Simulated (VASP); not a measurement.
# Si (Fd-3m) in VASP: single point with PBE

Aim: the single point of Si with PBE.

Everything below comes from runs of VASP 6.6.1. Logs are shortened: lines on timing, memory, paths and dates and some standing lists are left out, and cuts for length are marked.

### Step 1. The cell of the first run

Symmetry: Fd-3m, No. 227, cubic system. Conventional cell: a = 5.470 Å, b = 5.470 Å, c = 5.470 Å, α = 90.00°, β = 90.00°, γ = 90.00°. Within 3.1 Å of Si (site symmetry -43m) lie 4 Si at 2.37 Å.

### Step 2. Single point, PBE

Contents of INCAR:

```
SYSTEM = Si
ALGO     = Normal         ! electronic algorithm
EDIFF    = 1E-6           ! SCF threshold, eV
ENCUT    = 500            ! plane-wave cutoff, eV
GGA      = PE             ! functional
GGA_COMPAT= .False.      
ISIF     = 2              ! what is computed and relaxed
ISMEAR   = 0              ! smearing method
LASPH    = .True.         ! aspherical terms in the spheres
LCHARG   = .True.         ! write CHGCAR
LELF     = .True.         ! ELF
LREAL    = .False.        ! projectors in reciprocal space
LVHAR    = .True.       
LWAVE    = .False.        ! write WAVECAR
NBANDS   = 11             ! bands
NELM     = 120            ! most SCF steps
PREC     = Accurate       ! precision mode
SIGMA    = 0.02           ! smearing width, eV
```

Contents of KPOINTS:

```
k-points
0
Gamma
  8 8 8
  0 0 0
```

Contents of POSCAR:

```
Si
1.0
    0.0000000000      2.7349905263      2.7349905263
    2.7349905263      0.0000000000      2.7349905263
    2.7349905263      2.7349905263      0.0000000000
Si
2
Direct
    0.0000000000      0.0000000000      0.0000000000
    0.2500000000      0.2500000000      0.2500000000
```

Potentials or basis: VASP PAW PBE potentials, release 64 (Si).

On the command line:

```console
cat potpaw_PBE.64/Si/POTCAR > POTCAR
mpirun -np 1 vasp_std > vasp.out
```

OUTCAR:

```text
SYSTEM = Si
   EDIFF = 1E-6
   ENCUT = 500
   GGA = PE
   ISIF = 2
   ISMEAR = 0
   LASPH = .True.
   LREAL = .False.
   NELM = 120
   PREC = Accurate

 ion  position               nearest neighbor table
   1  0.000  0.000  0.000-   2 2.37   2 2.37   2 2.37   2 2.37
   2  0.250  0.250  0.250-   1 2.37   1 2.37   1 2.37   1 2.37

  LATTYP: Found a face centered cubic cell.
 ALAT       =     5.4699810526

  Lattice vectors:

 A1 = (   0.0000000000,   2.7349905263,   2.7349905263)
 A2 = (   2.7349905263,   0.0000000000,   2.7349905263)
 A3 = (   2.7349905263,   2.7349905263,   0.0000000000)

Analysis of symmetry for initial positions (statically):
=====================================================================
 Subroutine PRICEL returns:
 Original cell was already a primitive cell.

 Routine SETGRP: Setting up the symmetry group for a
 face centered cubic supercell.

 Subroutine GETGRP returns: Found 48 space group operations
 (whereof 24 operations were pure point group operations)
 out of a pool of 48 trial point group operations.

The static configuration has the point symmetry T_d .
 The point group associated with its full space group is O_h .

Analysis of symmetry for dynamics (positions and initial velocities):
=====================================================================
 Subroutine PRICEL returns:
 Original cell was already a primitive cell.

 Routine SETGRP: Setting up the symmetry group for a
 face centered cubic supercell.

 Subroutine GETGRP returns: Found 48 space group operations
 (whereof 24 operations were pure point group operations)
 out of a pool of 48 trial point group operations.

The dynamic configuration has the point symmetry T_d .
 The point group associated with its full space group is O_h .

 Subroutine INISYM returns: Found 48 space group operations
 (whereof 24 operations are pure point group operations),
 and found     1 'primitive' translations

----------------------------------------------------------------------------------------

                                     Primitive cell

  volume of cell :      40.9164

  direct lattice vectors                    reciprocal lattice vectors
     0.000000000  2.734990526  2.734990526    -0.182815990  0.182815990  0.182815990
     2.734990526  0.000000000  2.734990526     0.182815990 -0.182815990  0.182815990
     2.734990526  2.734990526  0.000000000     0.182815990  0.182815990 -0.182815990

  length of vectors
     3.867860695  3.867860695  3.867860695     0.316646583  0.316646583  0.316646583

  position of ions in fractional coordinates (direct lattice)
     0.000000000  0.000000000  0.000000000
     0.250000000  0.250000000  0.250000000

  ion indices of the primitive-cell ions
   primitive index   ion index
                 1           1
                 2           2

----------------------------------------------------------------------------------------

 KPOINTS: k-points

Automatic generation of k-mesh.
 Grid dimensions read from file:
 generate k-points for:    8    8    8

 Generating k-lattice:

  Cartesian coordinates                     Fractional coordinates (reciprocal lattice)
    -0.022851999  0.022851999  0.022851999     0.125000000  0.000000000  0.000000000
     0.022851999 -0.022851999  0.022851999     0.000000000  0.125000000  0.000000000
     0.022851999  0.022851999 -0.022851999     0.000000000  0.000000000  0.125000000

  Length of vectors
     0.039580823  0.039580823  0.039580823

  Shift w.r.t. Gamma in fractional coordinates (k-lattice)
     0.000000000  0.000000000  0.000000000

 Subroutine IBZKPT returns following result:
 ===========================================

 Found     29 irreducible k-points:

 Following reciprocal coordinates:
            Coordinates               Weight
  0.000000  0.000000  0.000000      1.000000
  0.125000  0.000000  0.000000      8.000000
  0.250000  0.000000  0.000000      8.000000
  0.375000  0.000000  0.000000      8.000000
  0.500000  0.000000  0.000000      4.000000
  0.125000  0.125000  0.000000      6.000000
[... 16 lines left out ...]
  0.500000  0.250000  0.125000     48.000000
 -0.375000  0.250000  0.125000     24.000000
 [... further k-points ...]
   k-points           NKPTS =     29   k-points in BZ     NKDIM =     29   number of bands    NBANDS=     11
   number of dos      NEDOS =    301   number of ions     NIONS =      2
   total plane-waves  NPLWV =  21952
   dimension x,y,z NGX =    28 NGY =   28 NGZ =   28
   dimension x,y,z NGXF=    56 NGYF=   56 NGZF=   56
   ions per type =               2
   NGX,Y,Z   is equivalent  to a cutoff of  12.03, 12.03, 12.03 a.u.
   NGXF,Y,Z  is equivalent  to a cutoff of  24.07, 24.07, 24.07 a.u.
 SYSTEM =  Si
   PREC   = accura    normal or accurate (medium, high low for compatibility)
   ISTART =      0    job   : 0-new  1-cont  2-samecut
   ICHARG =      2    charge: 1-file 2-atom 10-const
   ISPIN  =      1    spin polarized calculation?
   LNONCOLLINEAR =      F non collinear calculations
   LSORBIT =      F    spin-orbit coupling
   LASPH  =      T    aspherical Exc in radial PAW
   ENCUT  =  500.0 eV  36.75 Ry    6.06 a.u.   7.05  7.05  7.05*2*pi/ulx,y,z
   NELM   =    120;   NELMIN=  2; NELMDL= -5     # of ELM steps
   EDIFF  = 0.1E-05   stopping-criterion for ELM
   LREAL  =      F    real-space projection
   EDIFFG = 0.1E-04   stopping-criterion for IOM
   NSW    =      0    number of steps for IOM
   IBRION =     -1    ionic relax: 0-MD 1-quasi-New 2-CG
   NFREE  =      0    steps in history (QN), initial steepest desc. (CG)
   ISIF   =      2    stress and relaxation
   ISYM   =      2    0-nonsym 1-usesym 2-fastsym
   POTIM  = 0.5000    time-step for ionic-motion
   TEBEG  =    0.0;   TEEND  =   0.0 temperature during run
   PSTRESS=    0.0 pullay stress
   NELECT =       8.0000    total number of electrons
   NUPDOWN=      -1.0000    fix difference up-down
   EMIN   =  10.00;   EMAX   =-10.00  energy-range for DOS
   EFERMI =   0.00;   METHOD = LEGACY
   ISMEAR =     0;   SIGMA  =   0.02  broadening in eV -4-tet -1-fermi 0-gaus
   EFERMI_NEDOS =   21; number of points for ismear=-14 and -15
   IALGO  =     38    algorithm
   IMIX   =      4    mixing-type and parameters
     AMIX     =   0.40;   BMIX     =  1.00
     AMIX_MAG =   1.60;   BMIX_MAG =  1.00
  volume/ion in A,a.u.               =      20.46       138.06
  Fermi-wavevector in a.u.,A,eV,Ry     =   0.950180  1.795579 12.283899  0.902841
  Thomas-Fermi vector in A             =   2.078532
   LORBIT       =      0    0 simple, 1 ext, 2 COOP (PROOUT), +10 PAW based schemes
   GGA     = PE    functional components
   LHFCALC =     F    Hartree Fock is set to
   AEXX    =    0.0000 exact exchange contribution
   IVDW    =     0    specifies the selected vdW correction
   LEPSILON=     F    determine dielectric tensor
   LRPA    =     F    only Hartree local field effects (RPA)
 non-spin polarized calculation
 Gauss-broadening in eV      SIGMA  =   0.02
  energy-cutoff  :      500.00
  volume of cell :       40.92
 maximum number of plane-waves:      1056
   NGX = 15   NGY = 15   NGZ = 15

 number of electron       8.0000000 magnetization

 Free energy of the ion-electron system (eV)
  ---------------------------------------------------
  ext. energy  EPLUGINS =         0.00000000
  ---------------------------------------------------
  free energy    TOTEN  =       -10.84606405 eV

  energy without entropy =      -10.84606405  energy(sigma->0) =      -10.84606405

 E-fermi :   5.7212     XC(G=0):  -9.3239

 val. band max:        5.6105116969   @ k =   0.0000   0.0000   0.0000
 cond. band min:       6.2615873015   @ k =   0.3750   0.3750   0.0000
 fundamental gap:      0.6510756045
 Fermi energy:         5.7211620187

 k-point     1 :       0.0000    0.0000    0.0000
  band No.  band energies     occupation
      1      -6.1998      2.00000
      2       5.6105      2.00000
      3       5.6105      2.00000
      4       5.6105      2.00000
      5       8.1667      0.00000
      6       8.1667      0.00000
      7       8.1667      0.00000
      8       8.7366      0.00000
      9      13.3188      0.00000
     10      13.3188      0.00000
     11      13.4849      0.00000

 k-point     2 :       0.1250    0.0000    0.0000
  band No.  band energies     occupation
      1      -5.9994      2.00000
      2       4.0199      2.00000
      3       5.3283      2.00000
      4       5.3283      2.00000
      5       8.0513      0.00000
      6       8.5819      0.00000
      7       8.5819      0.00000
      8      10.1374      0.00000
      9      12.8461      0.00000
     10      12.8461      0.00000
     11      14.2603      0.00000

 k-point     3 :       0.2500    0.0000    0.0000
  band No.  band energies     occupation
      1      -5.4153      2.00000
      2       1.7254      2.00000
      3       4.8659      2.00000
      4       4.8659      2.00000
      5       7.5673      0.00000
      6       9.0997      0.00000
      7       9.0997      0.00000
      8      12.3561      0.00000
      9      12.7969      0.00000
     10      12.7969      0.00000
     11      14.5377      0.00000

 k-point     4 :       0.3750    0.0000    0.0000
  band No.  band energies     occupation
      1      -4.5414      2.00000
      2      -0.2579      2.00000
      3       4.5432      2.00000
      4       4.5432      2.00000
      5       7.2027      0.00000
      6       9.0632      0.00000
      7       9.0632      0.00000
      8      13.4461      0.00000
      9      14.1480      0.00000
     10      14.1480      0.00000
     11      15.1169      0.00000
[... 239 lines left out ...]
 k-point    22 :       0.3750    0.2500    0.1250
  band No.  band energies     occupation
      1      -4.8957      2.00000
      2       1.3429      2.00000
      3       2.9601      2.00000
      4       4.2111      2.00000
      5       8.0533      0.00000
      6       9.4351      0.00000
      7       9.8135      0.00000
      8      11.0494      0.00000
      9      13.3210      0.00000
     10      15.7114      0.00000
     11      16.5712      0.00000

 k-point    23 :       0.5000    0.2500    0.1250
  band No.  band energies     occupation
      1      -4.0267      2.00000
      2      -0.1757      2.00000
      3       2.3563      2.00000
      4       3.7241      2.00000
      5       8.4742      0.00000
      6       9.1394      0.00000
      7      10.5868      0.00000
      8      11.4870      0.00000
      9      14.5385      0.00000
     10      15.2340      0.00000
     11      17.5099      0.00000

 k-point    24 :      -0.3750    0.2500    0.1250
  band No.  band energies     occupation
      1      -3.3931      2.00000
      2      -1.0945      2.00000
      3       2.2249      2.00000
      4       3.5013      2.00000
      5       8.6327      0.00000
      6       8.7570      0.00000
      7      11.4553      0.00000
      8      12.6750      0.00000
      9      12.9149      0.00000
     10      16.1160      0.00000
     11      17.1594      0.00000

 [... further k-points ...]
[... 5 lines left out ...]
  --------------------------------------------------------------------------------------
  -------------------------------------------------------------------------------------
  Total       -0.0151989     -0.0151989     -0.0151989     -0.0000000      0.0000000      0.0000000
  in kB       -0.5951473     -0.5951473     -0.5951473     -0.0000000      0.0000000      0.0000000
  external PRESSURE =      -0.5951473 kB  Pullay stress =       0.0000000 kB

 VOLUME and BASIS-vectors are now :
 -----------------------------------------------------------------------------
  energy-cutoff  :      500.00
  volume of cell :       40.92
      direct lattice vectors                 reciprocal lattice vectors
     0.000000000  2.734990526  2.734990526    -0.182815990  0.182815990  0.182815990
     2.734990526  0.000000000  2.734990526     0.182815990 -0.182815990  0.182815990
     2.734990526  2.734990526  0.000000000     0.182815990  0.182815990 -0.182815990

 POSITION                                       TOTAL-FORCE (eV/Angst)
 -----------------------------------------------------------------------------------
      0.00000      0.00000      0.00000        -0.000000     -0.000000     -0.000000
      1.36750      1.36750      1.36750         0.000000      0.000000      0.000000
 -----------------------------------------------------------------------------------
    total drift:                                0.000000      0.000000     -0.000000

  FREE ENERGIE OF THE ION-ELECTRON SYSTEM (eV)
  ---------------------------------------------------
  free  energy   TOTEN  =       -10.8460640493 eV

  energy  without entropy=      -10.8460640493  energy(sigma->0) =      -10.84606405
```

Run time: 6.3 s. Hardware: 1 thread of Intel Xeon 6975P-C (Granite Rapids), shared host; peak memory 0.14 GiB.

Results:

```
Free energy            : -10.8461 eV
Pressure               : -0.1 GPa
Band gap on the k mesh : 0.65 eV, indirect (least direct gap 2.56 eV)
```

A k mesh can miss the band edges. Expect the measured gap to be larger: semilocal functionals such as PBE lack the derivative discontinuity.
